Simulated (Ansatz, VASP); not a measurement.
## Two plane-wave programs on BiB

INCAR

```
PREC     = Accurate       # precision mode
ENCUT    = 520            # plane-wave cutoff, eV
EDIFF    = 1E-6           # SCF threshold, eV
ISMEAR   = 0              # smearing method
SIGMA    = 0.01           # smearing width, eV
LREAL    = F              # projectors in reciprocal space
LASPH    = T              # aspherical terms in the spheres
NELM     = 80             # most SCF steps
ALGO     = Normal         # electronic algorithm
ISIF     = 2              # what is computed and relaxed
LWAVE    = F              # write WAVECAR
LCHARG   = T              # write CHGCAR
GGA      = PS             # functional
LELF     = T              # ELF
LVHAR    = T            
NBANDS   = 16             # bands
```

Contents of KPOINTS:

```
regular mesh
0
Gamma
  4 4 4
```

File POSCAR:

```
BiB
1.0
    0.0000000000      2.7448744688      2.7448744688
    2.7448744688      0.0000000000      2.7448744688
    2.7448744688      2.7448744688      0.0000000000
B Bi
1 1
Direct
    0.0000000000      0.0000000000      0.0000000000
    0.2500000000      0.2500000000      0.2500000000
```

Input for Ansatz:

```yaml
crystal:
  lattice:
    - [0.0, 2.7448744688, 2.7448744688]
    - [2.7448744688, 0.0, 2.7448744688]
    - [2.7448744688, 2.7448744688, 0.0]
  atoms:
    - { symbol: B, position: [0.0, 0.0, 0.0] }
    - { symbol: Bi, position: [0.25, 0.25, 0.25] }
kpoints:
  mp_grid: { grid: [4, 4, 4] }
hamiltonian:
  xc: pbesol
scf:
  occupations: { method: fixed }
  n_extra_bands: 4
output:
  forces: true
  stress: true
  eigenvalues: true
```

Alike in both runs: task single point; functional PBEsol; k mesh 4 × 4 × 4; no spin polarisation.

|  | VASP | Ansatz |
| --- | --- | --- |
| version | VASP 6.6.1 | Ansatz 0.2.0 |
| potentials or method | VASP PAW PBE potentials, release 64 (B, Bi_d) | plane waves |
| plane-wave cutoff (eV) | 520 | 420 |
| occupations | gaussian, width 0.01 eV | fixed |
| valence electrons in the cell | 18 | 18 |

```tsv
	VASP	Ansatz	Ansatz less VASP
gap on the k mesh at the Fermi level (eV)	0.30	0.31	+0.004
pressure (GPa)	-1.8	-1.8	+0.05
```

VASP's potentials were made for PBE, not for PBEsol.

The k mesh is coarse, so the values compare programs but aren't converged. Neither program's run includes spin-orbit coupling.
